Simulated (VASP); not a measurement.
# PbS (Fm-3m) in VASP: a series of runs

PbS is run at these levels: PBE; tasks: electric field gradients.

Program: VASP 6.6.1. These are calculated values, not measurements. Logs are shortened: lines on timing, memory, paths and dates and some standing lists are left out, and cuts for length are marked.

## (1) The cell of the first run

It takes space group Fm-3m (No. 225, cubic). The conventional cell has a = 5.829 Å, b = 5.829 Å, c = 5.829 Å, α = 90.00°, β = 90.00°, γ = 90.00°. Within 3.8 Å of Pb (site symmetry m-3m) lie 6 S at 2.91 Å. S (site symmetry m-3m) has 6 Pb at 2.91 Å within 3.8 Å.

## (2) Electric field gradients, PBE (volume scaled by 0.95)

INCAR reads:

```
SYSTEM = PbS
PREC = Accurate
ENCUT = 520
EDIFF = 1E-8
ISMEAR = -1
SIGMA = 0.01
LREAL = .False.
LASPH = .True.
NELM = 100
ALGO = Normal
ISIF = 2
LWAVE = .False.
LCHARG = .False.
GGA = PE
LEFG = .True.
NBANDS = 17
```

KPOINTS reads:

```
regular mesh
0
Gamma
  8 8 8
  0 0 0
```

POSCAR reads:

```
PbS
1.0
    0.0000000000      2.9147360524      2.9147360524
    2.9147360524      0.0000000000      2.9147360524
    2.9147360524      2.9147360524      0.0000000000
Pb S
1 1
Direct
    0.0000000000      0.0000000000      0.0000000000
    0.5000000000      0.5000000000      0.5000000000
```

Potentials or basis: VASP PAW PBE potentials, release 64 (Pb_d, S).

Launch:

```console
> cat potpaw_PBE.64/Pb_d/POTCAR potpaw_PBE.64/S/POTCAR > POTCAR
> mpirun -np 1 vasp_std > vasp.out
```

OUTCAR:

```text
SYSTEM = PbS
   PREC = Accurate
   ENCUT = 520
   EDIFF = 1E-8
   ISMEAR = -1
   LREAL = .False.
   LASPH = .True.
   NELM = 100
   ISIF = 2
   GGA = PE

 ion  position               nearest neighbor table
   1  0.000  0.000  0.000-   2 2.91   2 2.91   2 2.91   2 2.91   2 2.91   2 2.91
   2  0.500  0.500  0.500-   1 2.91   1 2.91   1 2.91   1 2.91   1 2.91   1 2.91

  LATTYP: Found a face centered cubic cell.
 ALAT       =     5.8294721048

  Lattice vectors:

 A1 = (   0.0000000000,   2.9147360524,   2.9147360524)
 A2 = (   2.9147360524,   0.0000000000,   2.9147360524)
 A3 = (   2.9147360524,   2.9147360524,   0.0000000000)

Analysis of symmetry for initial positions (statically):
=====================================================================
 Subroutine PRICEL returns:
 Original cell was already a primitive cell.

 Routine SETGRP: Setting up the symmetry group for a
 face centered cubic supercell.

 Subroutine GETGRP returns: Found 48 space group operations
 (whereof 48 operations were pure point group operations)
 out of a pool of 48 trial point group operations.

The static configuration has the point symmetry O_h .

Analysis of symmetry for dynamics (positions and initial velocities):
=====================================================================
 Subroutine PRICEL returns:
 Original cell was already a primitive cell.

 Routine SETGRP: Setting up the symmetry group for a
 face centered cubic supercell.

 Subroutine GETGRP returns: Found 48 space group operations
 (whereof 48 operations were pure point group operations)
 out of a pool of 48 trial point group operations.

The dynamic configuration has the point symmetry O_h .

 Subroutine INISYM returns: Found 48 space group operations
 (whereof 48 operations are pure point group operations),
 and found     1 'primitive' translations

----------------------------------------------------------------------------------------

                                     Primitive cell

  volume of cell :      49.5254

  direct lattice vectors                    reciprocal lattice vectors
     0.000000000  2.914736052  2.914736052    -0.171542119  0.171542119  0.171542119
     2.914736052  0.000000000  2.914736052     0.171542119 -0.171542119  0.171542119
     2.914736052  2.914736052  0.000000000     0.171542119  0.171542119 -0.171542119

  length of vectors
     4.122059256  4.122059256  4.122059256     0.297119666  0.297119666  0.297119666

  position of ions in fractional coordinates (direct lattice)
     0.000000000  0.000000000  0.000000000
     0.500000000  0.500000000  0.500000000

  ion indices of the primitive-cell ions
   primitive index   ion index
                 1           1
                 2           2

----------------------------------------------------------------------------------------

 KPOINTS: regular mesh

Automatic generation of k-mesh.
 Grid dimensions read from file:
 generate k-points for:    8    8    8

 Generating k-lattice:

  Cartesian coordinates                     Fractional coordinates (reciprocal lattice)
    -0.021442765  0.021442765  0.021442765     0.125000000  0.000000000  0.000000000
     0.021442765 -0.021442765  0.021442765     0.000000000  0.125000000  0.000000000
     0.021442765  0.021442765 -0.021442765     0.000000000  0.000000000  0.125000000

  Length of vectors
     0.037139958  0.037139958  0.037139958

  Shift w.r.t. Gamma in fractional coordinates (k-lattice)
     0.000000000  0.000000000  0.000000000

 Subroutine IBZKPT returns following result:
 ===========================================

 Found     29 irreducible k-points:

 Following reciprocal coordinates:
            Coordinates               Weight
  0.000000  0.000000  0.000000      1.000000
  0.125000  0.000000  0.000000      8.000000
  0.250000  0.000000  0.000000      8.000000
  0.375000  0.000000  0.000000      8.000000
  0.500000  0.000000  0.000000      4.000000
  0.125000  0.125000  0.000000      6.000000
[... 16 lines left out ...]
  0.500000  0.250000  0.125000     48.000000
 -0.375000  0.250000  0.125000     24.000000
 [... further k-points ...]
   k-points           NKPTS =     29   k-points in BZ     NKDIM =     29   number of bands    NBANDS=     17
   number of dos      NEDOS =    301   number of ions     NIONS =      2
   total plane-waves  NPLWV =  32768
   dimension x,y,z NGX =    32 NGY =   32 NGZ =   32
   dimension x,y,z NGXF=    64 NGYF=   64 NGZF=   64
   ions per type =               1   1
   NGX,Y,Z   is equivalent  to a cutoff of  12.91, 12.91, 12.91 a.u.
   NGXF,Y,Z  is equivalent  to a cutoff of  25.81, 25.81, 25.81 a.u.
 SYSTEM =  PbS
   PREC   = accura    normal or accurate (medium, high low for compatibility)
   ISTART =      0    job   : 0-new  1-cont  2-samecut
   ICHARG =      2    charge: 1-file 2-atom 10-const
   ISPIN  =      1    spin polarized calculation?
   LNONCOLLINEAR =      F non collinear calculations
   LSORBIT =      F    spin-orbit coupling
   LASPH  =      T    aspherical Exc in radial PAW
   ENCUT  =  520.0 eV  38.22 Ry    6.18 a.u.   7.66  7.66  7.66*2*pi/ulx,y,z
   NELM   =    100;   NELMIN=  2; NELMDL= -5     # of ELM steps
   EDIFF  = 0.1E-07   stopping-criterion for ELM
   LREAL  =      F    real-space projection
   EDIFFG = 0.1E-06   stopping-criterion for IOM
   NSW    =      0    number of steps for IOM
   IBRION =     -1    ionic relax: 0-MD 1-quasi-New 2-CG
   NFREE  =      0    steps in history (QN), initial steepest desc. (CG)
   ISIF   =      2    stress and relaxation
   ISYM   =      2    0-nonsym 1-usesym 2-fastsym
   POTIM  = 0.5000    time-step for ionic-motion
   TEBEG  =    0.0;   TEEND  =   0.0 temperature during run
   PSTRESS=    0.0 pullay stress
   NELECT =      20.0000    total number of electrons
   NUPDOWN=      -1.0000    fix difference up-down
   EMIN   =  10.00;   EMAX   =-10.00  energy-range for DOS
   EFERMI =   0.00;   METHOD = LEGACY
   ISMEAR =    -1;   SIGMA  =   0.01  broadening in eV -4-tet -1-fermi 0-gaus
   EFERMI_NEDOS =   21; number of points for ismear=-14 and -15
   IALGO  =     38    algorithm
   IMIX   =      4    mixing-type and parameters
     AMIX     =   0.40;   BMIX     =  1.00
     AMIX_MAG =   1.60;   BMIX_MAG =  1.00
  volume/ion in A,a.u.               =      24.76       167.11
  Fermi-wavevector in a.u.,A,eV,Ry     =   1.210066  2.286692 19.922451  1.464259
  Thomas-Fermi vector in A             =   2.345624
   LORBIT       =      0    0 simple, 1 ext, 2 COOP (PROOUT), +10 PAW based schemes
   GGA     = PE    functional components
   LHFCALC =     F    Hartree Fock is set to
   AEXX    =    0.0000 exact exchange contribution
   IVDW    =     0    specifies the selected vdW correction
   LEPSILON=     F    determine dielectric tensor
   LRPA    =     F    only Hartree local field effects (RPA)
 non-spin polarized calculation
  energy-cutoff  :      520.00
  volume of cell :       49.53
 maximum number of plane-waves:      1363
   NGX = 15   NGY = 15   NGZ = 15

 number of electron      19.9999999 magnetization

 Free energy of the ion-electron system (eV)
  ---------------------------------------------------
  ext. energy  EPLUGINS =         0.00000000
  ---------------------------------------------------
  free energy    TOTEN  =        -8.69072757 eV

  energy without entropy =       -8.69072648  energy(sigma->0) =       -8.69072702

 E-fermi :   6.6748     XC(G=0):  -9.9297

 val. band max:        6.5963744378   @ k =   0.5000   0.0000   0.0000
 cond. band min:       6.7531450221   @ k =   0.5000   0.0000   0.0000
 fundamental gap:      0.1567705843
 Fermi energy:         6.6747597549

 k-point     1 :       0.0000    0.0000    0.0000
  band No.  band energies     occupation
      1     -10.3914      2.00000
      2     -10.3914      2.00000
      3     -10.3914      2.00000
      4     -10.3764      2.00000
      5     -10.3764      2.00000
      6      -7.5579      2.00000
[... 9 lines left out ...]
     16      13.1181      0.00000
     17      15.0233      0.00000

 k-point     2 :       0.1250    0.0000    0.0000
  band No.  band energies     occupation
      1     -10.3907      2.00000
      2     -10.3889      2.00000
      3     -10.3889      2.00000
      4     -10.3765      2.00000
      5     -10.3765      2.00000
      6      -7.4135      2.00000
[... 9 lines left out ...]
     16      13.5148      0.00000
     17      16.3155      0.00000
[... 421 lines left out ...]
 k-point    24 :      -0.3750    0.2500    0.1250
  band No.  band energies     occupation
      1     -10.4679      2.00000
      2     -10.3976      2.00000
      3     -10.3739      2.00000
      4     -10.3568      2.00000
      5     -10.3307      2.00000
      6      -5.9106      2.00000
[... 9 lines left out ...]
     16      17.4309      0.00000
     17      17.7744      0.00000

 [... further k-points ...]
[... 5 lines left out ...]
  --------------------------------------------------------------------------------------
  -------------------------------------------------------------------------------------
  Total        1.7815206      1.7815206      1.7815206      0.0000000      0.0000000     -0.0000000
  in kB       57.6333321     57.6333321     57.6333321      0.0000000      0.0000000     -0.0000000
  external PRESSURE =      57.6333321 kB  Pullay stress =       0.0000000 kB

 VOLUME and BASIS-vectors are now :
 -----------------------------------------------------------------------------
  energy-cutoff  :      520.00
  volume of cell :       49.53
      direct lattice vectors                 reciprocal lattice vectors
     0.000000000  2.914736052  2.914736052    -0.171542119  0.171542119  0.171542119
     2.914736052  0.000000000  2.914736052     0.171542119 -0.171542119  0.171542119
     2.914736052  2.914736052  0.000000000     0.171542119  0.171542119 -0.171542119

 POSITION                                       TOTAL-FORCE (eV/Angst)
 -----------------------------------------------------------------------------------
      0.00000      0.00000      0.00000        -0.000000      0.000000     -0.000000
      2.91474      2.91474      2.91474         0.000000     -0.000000      0.000000
 -----------------------------------------------------------------------------------
    total drift:                                0.000000     -0.000000     -0.000000

  FREE ENERGIE OF THE ION-ELECTRON SYSTEM (eV)
  ---------------------------------------------------
  free  energy   TOTEN  =        -8.6907275684 eV

  energy  without entropy=       -8.6907264798  energy(sigma->0) =       -8.69072702

 Electric field gradients (V/A^2)
---------------------------------------------------------------------
 ion       V_xx      V_yy      V_zz      V_xy      V_xz      V_yz
---------------------------------------------------------------------
   1      -0.000    -0.000    -0.000    -0.001    -0.001    -0.001
   2      -0.000     0.000    -0.000    -0.000    -0.000    -0.000
---------------------------------------------------------------------

 Electric field gradients after diagonalization (V/A^2)
 (convention: |V_zz| > |V_xx| > |V_yy|)
----------------------------------------------------------------------
 ion       V_xx      V_yy      V_zz     asymmetry (V_yy - V_xx)/ V_zz
----------------------------------------------------------------------
   1       0.001     0.001    -0.001       0.000
   2       0.000     0.000    -0.000       0.000
----------------------------------------------------------------------

           NMR quadrupolar parameters

 Cq : quadrupolar parameter    Cq=e*Q*V_zz/h
 eta: asymmetry parameters     (V_yy - V_xx)/ V_zz
 Q  : nuclear electric quadrupole moment in mb (millibarn)
----------------------------------------------------------------------
 ion       Cq(MHz)       eta       Q (mb)
----------------------------------------------------------------------
   1      -0.000       0.000       1.000
   2      -0.000       0.000       1.000
----------------------------------------------------------------------
```

Run time: 15 s. Hardware: 1 thread of Intel Xeon 6975P-C, shared host; peak memory 0.18 GiB.

Results:

| Quantity | Value |
| --- | --- |
| Free energy | -8.6907 eV |
| Pressure | 5.8 GPa |
| Band gap on the k mesh | 0.16 eV, direct |

Levels at points of the mesh, in eV from the valence-band top:
```
           k point  band 8  band 9  band 10  band 11  band 12  band 13
(0.00, 0.00, 0.00)   -2.51   -2.51    -2.51     5.30     5.30     5.30
(0.50, 0.00, 0.00)   -2.07   -2.07     0.00     0.16     1.77     1.77
(0.50, 0.50, 0.00)   -5.73   -3.86    -3.86     3.56     5.69     5.82
```

Caveat: without QUAD_EFG the Cq values of the log hold for a quadrupole moment of 1 mb, not for the nuclei; spin-orbit coupling is left out, which moves the levels of the heavy elements. A k mesh can miss the band edges.

## (3) Electric field gradients, PBE (volume scaled by 0.96)

INCAR reads:

```
PREC = Accurate
ENCUT = 520
EDIFF = 1E-8
ISMEAR = -1
SIGMA = 0.01
LREAL = F
LASPH = T
NELM = 100
ALGO = Normal
ISIF = 2
LWAVE = F
LCHARG = F
GGA = PE
LEFG = T
NBANDS = 17
```

KPOINTS reads:

```
Automatic mesh
0
Gamma
  8 8 8
```

POSCAR reads:

```
PbS
1.0
    0.0000000000      2.9249275202      2.9249275202
    2.9249275202      0.0000000000      2.9249275202
    2.9249275202      2.9249275202      0.0000000000
Pb S
1 1
Direct
    0.0000000000      0.0000000000      0.0000000000
    0.5000000000      0.5000000000      0.5000000000
```

Potentials or basis: VASP PAW PBE potentials, release 64 (Pb_d, S).

Launch:

```console
> cat potpaw_PBE.64/Pb_d/POTCAR potpaw_PBE.64/S/POTCAR > POTCAR
> mpirun -np 1 vasp_std > vasp.out
```

OUTCAR:

```text
PREC = Accurate
   ENCUT = 520
   EDIFF = 1E-8
   ISMEAR = -1
   LREAL = F
   LASPH = T
   NELM = 100
   ISIF = 2
   GGA = PE

 ion  position               nearest neighbor table
   1  0.000  0.000  0.000-   2 2.92   2 2.92   2 2.92   2 2.92   2 2.92   2 2.92
   2  0.500  0.500  0.500-   1 2.92   1 2.92   1 2.92   1 2.92   1 2.92   1 2.92

  LATTYP: Found a face centered cubic cell.
 ALAT       =     5.8498550404

  Lattice vectors:

 A1 = (   0.0000000000,   2.9249275202,   2.9249275202)
 A2 = (   2.9249275202,   0.0000000000,   2.9249275202)
 A3 = (   2.9249275202,   2.9249275202,   0.0000000000)

Analysis of symmetry for initial positions (statically):
=====================================================================
 Subroutine PRICEL returns:
 Original cell was already a primitive cell.

 Routine SETGRP: Setting up the symmetry group for a
 face centered cubic supercell.

 Subroutine GETGRP returns: Found 48 space group operations
[... 666 lines left out ...]
  volume of cell :       50.05
      direct lattice vectors                 reciprocal lattice vectors
     0.000000000  2.924927520  2.924927520    -0.170944407  0.170944407  0.170944407
     2.924927520  0.000000000  2.924927520     0.170944407 -0.170944407  0.170944407
     2.924927520  2.924927520  0.000000000     0.170944407  0.170944407 -0.170944407

 POSITION                                       TOTAL-FORCE (eV/Angst)
 -----------------------------------------------------------------------------------
      0.00000      0.00000      0.00000        -0.000000      0.000000      0.000000
      2.92493      2.92493      2.92493         0.000000      0.000000     -0.000000
 -----------------------------------------------------------------------------------
    total drift:                                0.000000     -0.000000     -0.000000

  FREE ENERGIE OF THE ION-ELECTRON SYSTEM (eV)
  ---------------------------------------------------
  free  energy   TOTEN  =        -8.7084479885 eV

  energy  without entropy=       -8.7084478395  energy(sigma->0) =       -8.70844791

 Electric field gradients (V/A^2)
---------------------------------------------------------------------
 ion       V_xx      V_yy      V_zz      V_xy      V_xz      V_yz
---------------------------------------------------------------------
   1       0.000    -0.000    -0.000    -0.001    -0.001    -0.001
   2      -0.000    -0.000    -0.000    -0.000    -0.000    -0.000
---------------------------------------------------------------------

 Electric field gradients after diagonalization (V/A^2)
 (convention: |V_zz| > |V_xx| > |V_yy|)
----------------------------------------------------------------------
 ion       V_xx      V_yy      V_zz     asymmetry (V_yy - V_xx)/ V_zz
----------------------------------------------------------------------
   1       0.001     0.001    -0.002       0.000
   2       0.000     0.000    -0.000       0.000
----------------------------------------------------------------------

           NMR quadrupolar parameters

 Cq : quadrupolar parameter    Cq=e*Q*V_zz/h
 eta: asymmetry parameters     (V_yy - V_xx)/ V_zz
 Q  : nuclear electric quadrupole moment in mb (millibarn)
----------------------------------------------------------------------
 ion       Cq(MHz)       eta       Q (mb)
----------------------------------------------------------------------
   1      -0.000       0.000       1.000
   2      -0.000       0.000       1.000
----------------------------------------------------------------------
```

It took 16 s on 1 thread of Intel Xeon 6975P-C, shared host; peak memory 0.18 GiB.

Results:

```
Free energy            : -8.7084 eV
Pressure               : 5.0 GPa
Band gap on the k mesh : 0.20 eV, direct
```

Levels at points of the mesh, in eV from the valence-band top:
```tsv
k point	band 7	band 8	band 9	band 10	band 11	band 12	band 13	band 14
(0.00, 0.00, 0.00)	-6.01	-2.44	-2.44	-2.44	5.28	5.28	5.28	6.57
(0.50, 0.00, 0.00)	-9.16	-2.01	-2.01	0.00	0.20	1.81	1.81	8.66
(0.50, 0.50, 0.00)	-7.32	-5.62	-3.78	-3.78	3.62	5.66	5.79	5.79
```

Caveat: without QUAD_EFG the Cq values of the log hold for a quadrupole moment of 1 mb, not for the nuclei; spin-orbit coupling is left out, which moves the levels of the heavy elements.

[end of part 1 of 2]
